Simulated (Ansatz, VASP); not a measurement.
# One calculation of Co, two programs

Contents of INCAR:

```
SYSTEM = Co
PREC = Accurate
ENCUT = 520
EDIFF = 1E-6
ISMEAR = -1
SIGMA = 0.05
LREAL = .FALSE.
LASPH = .TRUE.
NELM = 150
ALGO = Normal
ISIF = 2
LWAVE = .FALSE.
LCHARG = .TRUE.
ISPIN = 2
MAGMOM = 2 2 2 2
LORBIT = 11
LMAXMIX = 4
GGA = B5
ALDAX = 1.0
AGGAX = 1.0
AGGAC = 1.0
ALDAC = 0.0
LELF = .TRUE.
LVHAR = .TRUE.
NBANDS = 30
```

KPOINTS

```
regular mesh
0
G
  12 12 4
  0 0 0
```

POSCAR

```
Co
1.0
    2.5190164704      0.0000000000      0.0000000000
   -1.2595082352      2.1815322559      0.0000000000
    0.0000000000      0.0000000000      8.2468668932
Co
4
Direct
    0.6666666667      0.3333333333      0.7500000000
    0.0000000000      0.0000000000      0.5000000000
    0.3333333333      0.6666666667      0.2500000000
    0.0000000000      0.0000000000      0.0000000000
```

The input input.yaml:

```yaml
crystal:
  lattice:
    - [2.5190164704, 0.0, 0.0]
    - [-1.2595082352, 2.1815322559, 0.0]
    - [0.0, 0.0, 8.2468668932]
  atoms:
    - { symbol: Co, position: [0.6666666667, 0.3333333333, 0.75], spin: 2.0 }
    - { symbol: Co, position: [0.0, 0.0, 0.5], spin: 2.0 }
    - { symbol: Co, position: [0.3333333333, 0.6666666667, 0.25], spin: 2.0 }
    - { symbol: Co, position: [0.0, 0.0, 0.0], spin: 2.0 }
hamiltonian:
  xc: blyp
  pseudopotentials: { kind: paw }
magnetization:
  spin_polarized: true
kpoints:
  mp_grid: { grid: [12, 12, 4] }
scf:
  occupations: { method: fermi_dirac, width: 0.05 }
output:
  forces: true
  stress: true
  eigenvalues: true
```

Alike in both runs: task single point; functional BLYP; k mesh 12 × 12 × 4; occupations fermi-dirac, width 0.05 eV; collinear spin.

|  | VASP | Ansatz |
| --- | --- | --- |
| version | VASP 6.6.1 | Ansatz 0.2.0 |
| potentials or method | VASP PAW PBE potentials, release 64 (Co) | Ansatz PAW |
| plane-wave cutoff (eV) | 520 | 420 |
| valence electrons in the cell | 36 | 68 |

```tsv
	VASP	Ansatz	Ansatz less VASP
gap on the k mesh at the Fermi level (eV)	none	none	-
pressure (GPa)	0.9	1.3	+0.37
traceless stress, the component that is largest in VASP (GPa)	-2.12	-2.11	+0.011
net moment per atom (μB)	1.65	1.67	+0.013
size of the moment on the site where the two differ most (μB)	1.68	1.74	+0.059
```

VASP's potentials were made for PBE, not for BLYP. Site moments also hang on the region over which each program counts them. A gap of «none» marks a metal or a gap that the smearing closes. VASP's potentials hold 36 valence electrons a cell and Ansatz's 68, so a difference there can come from the potentials and not from the codes.
